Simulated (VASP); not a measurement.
# LiFeN (P-6m2) in VASP: further runs

LiFeN is run at these levels: PBE; tasks: single point.

Program: VASP 6.6.1. These are calculated values, not measurements. Logs are shortened: lines on timing, memory, paths and dates and some standing lists are left out, and cuts for length are marked.

## 1. The cell of the first run

It takes space group P-6m2 (No. 187, hexagonal). Conventional cell: a = 3.101 Å, b = 3.101 Å, c = 4.145 Å, α = 90.00°, β = 90.00°, γ = 120.00°. Li (site symmetry -6m2) has 2 N at 2.07 Å within 2.7 Å. Fe (site symmetry -6m2) has 3 N at 1.79 Å within 2.4 Å. N (site symmetry -6m2) has 3 Fe at 1.79 Å and 2 Li at 2.07 Å within 2.4 Å.

## 2. Single point, PBE, collinear spin, zero start

INCAR

```
SYSTEM = LiFeN
  ALGO = Normal
  EDIFF = 1E-6
  ENCUT = 520
  GGA = PE
  ISIF = 2
  ISMEAR = 0
  ISPIN = 2
  LASPH = .True.
  LCHARG = .False.
  LMAXMIX = 4
  LORBIT = 11
  LREAL = .False.
  LWAVE = .False.
  MAGMOM = 0 0 0
  NBANDS = 19
  NELM = 150
  NUPDOWN = 0.0
  PREC = Accurate
  SIGMA = 0.2
```

KPOINTS

```
k-points
0
Gamma
  7 7 5
  0 0 0
```

POSCAR

```
LiFeN
1.0
    3.1006003500      0.0000000000      0.0000000000
   -1.5503001700      2.6851986700      0.0000000000
    0.0000000000      0.0000000000      4.1453390000
Li Fe N
1 1 1
Direct
    0.3333333264      0.6666666679      0.0000000000
    0.6666666685      0.3333333284      0.5000000000
    0.3333333264      0.6666666679      0.5000000000
```

Potentials or basis: VASP PAW PBE potentials, release 64 (Li_sv, Fe, N).

Run with:

```
$ cat potpaw_PBE.64/Li_sv/POTCAR potpaw_PBE.64/Fe/POTCAR potpaw_PBE.64/N/POTCAR > POTCAR
$ mpirun -np 1 vasp_std > vasp.out
```

OUTCAR:

```text
SYSTEM = LiFeN
   EDIFF = 1E-6
   ENCUT = 520
   GGA = PE
   ISIF = 2
   ISMEAR = 0
   ISPIN = 2
   LASPH = .True.
   LORBIT = 11
   LREAL = .False.
   NELM = 150
   NUPDOWN = 0.0
   PREC = Accurate

 ion  position               nearest neighbor table
   1  0.333  0.667  0.000-   3 2.07   3 2.07   2 2.74   2 2.74   2 2.74   2 2.74   2 2.74   2 2.74

   2  0.667  0.333  0.500-   3 1.79   3 1.79   3 1.79   1 2.74   1 2.74   1 2.74   1 2.74   1 2.74
                             1 2.74
   3  0.333  0.667  0.500-   2 1.79   2 1.79   2 1.79   1 2.07   1 2.07

  LATTYP: Found a hexagonal cell.
 ALAT       =     3.1006003500
 C/A-ratio  =     1.3369472141

  Lattice vectors:

 A1 = (   3.1006003500,   0.0000000000,   0.0000000000)
 A2 = (  -1.5503001700,   2.6851986700,   0.0000000000)
 A3 = (   0.0000000000,   0.0000000000,   4.1453390000)

Analysis of symmetry for initial positions (statically):
=====================================================================
 Subroutine PRICEL returns:
 Original cell was already a primitive cell.

 Routine SETGRP: Setting up the symmetry group for a
 hexagonal supercell.

 Subroutine GETGRP returns: Found 12 space group operations
 (whereof 12 operations were pure point group operations)
 out of a pool of 24 trial point group operations.

The static configuration has the point symmetry D_3h.

Analysis of symmetry for dynamics (positions and initial velocities):
=====================================================================
 Subroutine PRICEL returns:
 Original cell was already a primitive cell.

 Routine SETGRP: Setting up the symmetry group for a
 hexagonal supercell.

 Subroutine GETGRP returns: Found 12 space group operations
 (whereof 12 operations were pure point group operations)
 out of a pool of 24 trial point group operations.

The dynamic configuration has the point symmetry D_3h.

Analysis of structural, dynamic, and magnetic symmetry:
=====================================================================
 Subroutine PRICEL returns:
 Original cell was already a primitive cell.

 Routine SETGRP: Setting up the symmetry group for a
 hexagonal supercell.

 Subroutine GETGRP returns: Found 12 space group operations
 (whereof 12 operations were pure point group operations)
 out of a pool of 24 trial point group operations.

The overall configuration has the point symmetry D_3h.

 Subroutine INISYM returns: Found 12 space group operations
 (whereof 12 operations are pure point group operations),
 and found     1 'primitive' translations

----------------------------------------------------------------------------------------

                                     Primitive cell

  volume of cell :      34.5130

  direct lattice vectors                    reciprocal lattice vectors
     3.100600350  0.000000000  0.000000000     0.322518186  0.186205961  0.000000000
    -1.550300170  2.685198670  0.000000000     0.000000000  0.372411923  0.000000000
     0.000000000  0.000000000  4.145339000     0.000000000  0.000000000  0.241234794

  length of vectors
     3.100600350  3.100600347  4.145339000     0.372411923  0.372411923  0.241234794

  position of ions in fractional coordinates (direct lattice)
     0.333333326  0.666666668  0.000000000
     0.666666668  0.333333328  0.500000000
     0.333333326  0.666666668  0.500000000

  ion indices of the primitive-cell ions
   primitive index   ion index
                 1           1
                 2           2
                 3           3

----------------------------------------------------------------------------------------

 KPOINTS: k-points

Automatic generation of k-mesh.
 Grid dimensions read from file:
 generate k-points for:    7    7    5

 Generating k-lattice:

  Cartesian coordinates                     Fractional coordinates (reciprocal lattice)
     0.046074027  0.026600852  0.000000000     0.142857143  0.000000000  0.000000000
     0.000000000  0.053201703  0.000000000     0.000000000  0.142857143  0.000000000
     0.000000000  0.000000000  0.048246959     0.000000000  0.000000000  0.200000000

  Length of vectors
     0.053201703  0.053201703  0.048246959

  Shift w.r.t. Gamma in fractional coordinates (k-lattice)
     0.000000000  0.000000000  0.000000000

 Subroutine IBZKPT returns following result:
 ===========================================

 Found     24 irreducible k-points:

 Following reciprocal coordinates:
            Coordinates               Weight
  0.000000  0.000000  0.000000      1.000000
  0.142857 -0.000000  0.000000      6.000000
  0.285714 -0.000000  0.000000      6.000000
  0.428571 -0.000000  0.000000      6.000000
  0.142857  0.142857  0.000000      6.000000
  0.285714  0.142857  0.000000     12.000000
[... 16 lines left out ...]
  0.428571  0.142857  0.400000     12.000000
  0.285714  0.285714  0.400000     12.000000
   k-points           NKPTS =     24   k-points in BZ     NKDIM =     24   number of bands    NBANDS=     19
   number of dos      NEDOS =    301   number of ions     NIONS =      3
   total plane-waves  NPLWV =  18432
   dimension x,y,z NGX =    24 NGY =   24 NGZ =   32
   dimension x,y,z NGXF=    48 NGYF=   48 NGZF=   64
   ions per type =               1   1   1
   NGX,Y,Z   is equivalent  to a cutoff of  12.87, 12.87, 12.83 a.u.
   NGXF,Y,Z  is equivalent  to a cutoff of  25.74, 25.74, 25.67 a.u.
 SYSTEM =  LiFeN
   PREC   = accura    normal or accurate (medium, high low for compatibility)
   ISTART =      0    job   : 0-new  1-cont  2-samecut
   ICHARG =      2    charge: 1-file 2-atom 10-const
   ISPIN  =      2    spin polarized calculation?
   LNONCOLLINEAR =      F non collinear calculations
   LSORBIT =      F    spin-orbit coupling
   LASPH  =      T    aspherical Exc in radial PAW
   ENCUT  =  520.0 eV  38.22 Ry    6.18 a.u.   5.77  5.77  7.71*2*pi/ulx,y,z
   NELM   =    150;   NELMIN=  2; NELMDL= -5     # of ELM steps
   EDIFF  = 0.1E-05   stopping-criterion for ELM
   LREAL  =      F    real-space projection
   EDIFFG = 0.1E-04   stopping-criterion for IOM
   NSW    =      0    number of steps for IOM
   IBRION =     -1    ionic relax: 0-MD 1-quasi-New 2-CG
   NFREE  =      0    steps in history (QN), initial steepest desc. (CG)
   ISIF   =      2    stress and relaxation
   ISYM   =      2    0-nonsym 1-usesym 2-fastsym
   POTIM  = 0.5000    time-step for ionic-motion
   TEBEG  =    0.0;   TEEND  =   0.0 temperature during run
   PSTRESS=    0.0 pullay stress
   NELECT =      16.0000    total number of electrons
   NUPDOWN=       0.0000    fix difference up-down
   EMIN   =  10.00;   EMAX   =-10.00  energy-range for DOS
   EFERMI =   0.00;   METHOD = LEGACY
   ISMEAR =     0;   SIGMA  =   0.20  broadening in eV -4-tet -1-fermi 0-gaus
   EFERMI_NEDOS =   21; number of points for ismear=-14 and -15
   IALGO  =     38    algorithm
   IMIX   =      4    mixing-type and parameters
     AMIX     =   0.40;   BMIX     =  1.00
     AMIX_MAG =   1.60;   BMIX_MAG =  1.00
  volume/ion in A,a.u.               =      11.50        77.63
  Fermi-wavevector in a.u.,A,eV,Ry     =   1.267031  2.394342 21.842368  1.605369
  Thomas-Fermi vector in A             =   2.400201
   LORBIT       =     11    0 simple, 1 ext, 2 COOP (PROOUT), +10 PAW based schemes
   GGA     = PE    functional components
   LHFCALC =     F    Hartree Fock is set to
   AEXX    =    0.0000 exact exchange contribution
   IVDW    =     0    specifies the selected vdW correction
   LEPSILON=     F    determine dielectric tensor
   LRPA    =     F    only Hartree local field effects (RPA)
 spin polarized calculation
 Gauss-broadening in eV      SIGMA  =   0.20
  energy-cutoff  :      520.00
  volume of cell :       34.51
 maximum number of plane-waves:       940
 NGX is ok and might be reduce to    24
   NGX = 11   NGY = 11   NGZ = 15

 number of electron      15.9999985 magnetization       0.0000000

 number of electron      15.9999985 magnetization      -0.0000000

 Free energy of the ion-electron system (eV)
  ---------------------------------------------------
  ext. energy  EPLUGINS =         0.00000000
  ---------------------------------------------------
  free energy    TOTEN  =       -18.97461897 eV

  energy without entropy =      -18.92974212  energy(sigma->0) =      -18.95218054

 E-fermi :   3.7934     XC(G=0): -10.2450

 val. band max:        3.7854459328   @ k =   0.2857   0.2857   0.4000
 cond. band min:       3.8276480310   @ k =   0.1429   0.1429   0.0000
 fundamental gap:      0.0422020982
 Fermi energy:         3.7933881771

 spin component 1

 k-point     1 :       0.0000    0.0000    0.0000
  band No.  band energies     occupation
      1     -41.9844      1.00000
      2     -12.4684      1.00000
      3      -2.4511      1.00000
      4      -2.4511      1.00000
      5      -1.0774      1.00000
      6       1.1289      1.00000
[... 11 lines left out ...]
     18      21.5763      0.00000
     19      23.4979      0.00000
[... 488 lines left out ...]
      2     -11.3813      1.00000
      3      -1.9080      1.00000
      4      -1.1580      1.00000
      5      -0.8807      1.00000
      6       1.7102      1.00000
[... 11 lines left out ...]
     18      22.2743      0.00000
     19      23.1643      0.00000
 Fermi energy:         3.7933831228

 spin component 2

 k-point     1 :       0.0000    0.0000    0.0000
  band No.  band energies     occupation
      1     -41.9844      1.00000
      2     -12.4684      1.00000
      3      -2.4511      1.00000
      4      -2.4511      1.00000
      5      -1.0774      1.00000
      6       1.1288      1.00000
[... 11 lines left out ...]
     18      21.5763      0.00000
     19      23.4979      0.00000
[... 489 lines left out ...]
      3      -1.9080      1.00000
      4      -1.1580      1.00000
      5      -0.8807      1.00000
      6       1.7102      1.00000
[... 11 lines left out ...]
     18      22.2743      0.00000
     19      23.1643      0.00000

------------------------ aborting loop because EDIFF is reached ----------------------------------------

  FORCE on cell =-STRESS in cart. coord.  units (eV):
  Direction    XX          YY          ZZ          XY          YZ          ZX
  --------------------------------------------------------------------------------------
  -------------------------------------------------------------------------------------
  Total        0.1010656      0.1010656     -0.1506219      0.0000000      0.0000000      0.0000000
  in kB        4.6917159      4.6917159     -6.9922425      0.0000000      0.0000000      0.0000000
  external PRESSURE =       0.7970631 kB  Pullay stress =       0.0000000 kB

 VOLUME and BASIS-vectors are now :
 -----------------------------------------------------------------------------
  energy-cutoff  :      520.00
  volume of cell :       34.51
      direct lattice vectors                 reciprocal lattice vectors
     3.100600350  0.000000000  0.000000000     0.322518186  0.186205961  0.000000000
    -1.550300170  2.685198670  0.000000000     0.000000000  0.372411923  0.000000000
     0.000000000  0.000000000  4.145339000     0.000000000  0.000000000  0.241234794

 POSITION                                       TOTAL-FORCE (eV/Angst)
 -----------------------------------------------------------------------------------
     -0.00000      1.79013      0.00000        -0.000000      0.000000      0.000000
      1.55030      0.89507      2.07267         0.000000      0.000000      0.000000
     -0.00000      1.79013      2.07267        -0.000000      0.000000      0.000000
 -----------------------------------------------------------------------------------
    total drift:                                0.000023     -0.000003      0.000000

  FREE ENERGIE OF THE ION-ELECTRON SYSTEM (eV)
  ---------------------------------------------------
  free  energy   TOTEN  =       -18.9746189678 eV

  energy  without entropy=      -18.9297421187  energy(sigma->0) =      -18.95218054

 total charge

# of ion       s       p       d       tot
------------------------------------------
    1        2.027   0.066   0.000   2.092
    2        0.540   0.627   6.509   7.676
    3        1.270   2.448   0.000   3.718
--------------------------------------------------
tot          3.838   3.140   6.509  13.487

 magnetization (x)

# of ion       s       p       d       tot
------------------------------------------
    1       -0.000  -0.000   0.000  -0.000
    2        0.000   0.000  -0.000  -0.000
    3        0.000   0.000   0.000   0.000
--------------------------------------------------
tot          0.000   0.000  -0.000  -0.000
```

Run time: 20 s. Hardware: 1 thread of Intel Xeon Platinum 8488C (Sapphire Rapids), shared host; peak memory 0.17 GiB.

Results:

```yaml
Free_energy: -18.9746 eV
Net_moment: 0.00 μB per cell
Valence_electrons_inside_the_program's_atomic_spheres: Li 2.09; Fe 7.68; N 3.72
```

Caveat: the cutoff is under 1.25 times the usual one of these potentials, so pressure, stress and relaxed cells hold a basis-set (Pulay) error; the total moment is fixed, so each spin has its own Fermi level.

## 3. Single point, PBE, collinear spin, ferromagnetic start

INCAR

```
SYSTEM = LiFeN
PREC     = Accurate       ! precision mode
ENCUT    = 520            ! plane-wave cutoff, eV
EDIFF    = 1E-6           ! SCF threshold, eV
ISMEAR   = 0              ! smearing method
SIGMA    = 0.2            ! smearing width, eV
LREAL    = .False.        ! projectors in reciprocal space
LASPH    = .True.         ! aspherical terms in the spheres
NELM     = 150            ! most SCF steps
ALGO     = Normal         ! electronic algorithm
ISIF     = 2              ! what is computed and relaxed
LWAVE    = .False.        ! write WAVECAR
LCHARG   = .False.        ! write CHGCAR
ISPIN    = 2              ! spin polarisation
MAGMOM   = 0 0.73 0       ! initial moments
LORBIT   = 11             ! projections on sites
NUPDOWN  = 0.8            ! fixed moment
LMAXMIX  = 4              ! l up to which the mixer works
GGA      = PE             ! functional
NBANDS   = 19             ! bands
```

KPOINTS

```
Automatic mesh
0
Gamma
  7 7 5
  0 0 0
```

POSCAR is that of step 2.

Potentials or basis: VASP PAW PBE potentials, release 64 (Li_sv, Fe, N).

Run with:

```
$ cat potpaw_PBE.64/Li_sv/POTCAR potpaw_PBE.64/Fe/POTCAR potpaw_PBE.64/N/POTCAR > POTCAR
$ mpirun -np 1 vasp_std > vasp.out
```

Wall time 21 s (1 thread of Intel Xeon Platinum 8488C (Sapphire Rapids), shared host); peak memory 0.17 GiB.

The run converged. Its results:

| Item | Value |
| --- | --- |
| Free energy | -18.9367 eV |
| Net moment | 0.80 μB per cell |
| Site moments | Li -0.00; Fe +0.77; N -0.00 μB |
| Valence electrons inside the program's atomic spheres | Li 2.09; Fe 7.67; N 3.72 |

Caveat: the cutoff is under 1.25 times the usual one of these potentials, so pressure, stress and relaxed cells hold a basis-set (Pulay) error; the total moment is fixed, so each spin has its own Fermi level; a cell with one magnetic atom can't hold antiferromagnetic order, which such compounds often take.

## 4. Single point, PBE, collinear spin, ferromagnetic start

INCAR

```
  PREC = Accurate
  ENCUT = 520
  EDIFF = 1E-6
  ISMEAR = 0
  SIGMA = 0.2
  LREAL = False
  LASPH = True
  NELM = 150
  ALGO = Normal
  ISIF = 2
  LWAVE = False
  LCHARG = False
  ISPIN = 2
  MAGMOM = 0 1.49 0.05
  LORBIT = 11
  NUPDOWN = 1.7
  LMAXMIX = 4
  GGA = PE
  NBANDS = 19
```

KPOINTS

```
Automatic mesh
0
Gamma
  7 7 5
```

POSCAR is that of step 3.

Run with:

```
$ cat potpaw_PBE.64/Li_sv/POTCAR potpaw_PBE.64/Fe/POTCAR potpaw_PBE.64/N/POTCAR > POTCAR
$ mpirun -np 1 vasp_std > vasp.out
```

Wall time 22 s (1 thread of Intel Xeon Platinum 8488C (Sapphire Rapids), shared host); peak memory 0.17 GiB.

The run converged. Its results:

* Free energy: -18.7942 eV
* Net moment: 1.70 μB per cell
* Site moments: Li -0.00; Fe +1.58; N +0.04 μB
* Valence electrons inside the program's atomic spheres: Li 2.09; Fe 7.64; N 3.74

Caveat: the cutoff is under 1.25 times the usual one of these potentials, so pressure, stress and relaxed cells hold a basis-set (Pulay) error; the total moment is fixed, so each spin has its own Fermi level; a cell with one magnetic atom can't hold antiferromagnetic order, which such compounds often take.

## 5. Overview

| spin | fixed moment (μB) | moment (μB) |
| --- | --- | --- |
| collinear, zero start | 0.0 | 0.00 |
| collinear, ferromagnetic start | 0.8 | 0.80 |
| collinear, ferromagnetic start | 1.7 | 1.70 |

Alike in all rows: task single point; level PBE; potentials or basis VASP PAW PBE potentials, release 64 (Li_sv, Fe, N); cell as given; k mesh 7 × 7 × 5; cutoff (eV) 520; smearing gaussian 0.2 eV.

Caveats: the cutoff is under 1.25 times the usual one of these potentials, so pressure, stress and relaxed cells hold a basis-set (Pulay) error; the total moment is fixed, so each spin has its own Fermi level; a cell with one magnetic atom can't hold antiferromagnetic order, which such compounds often take (some runs).

Total energies depend on the potentials used, so only differences within one code and one set of settings carry meaning.
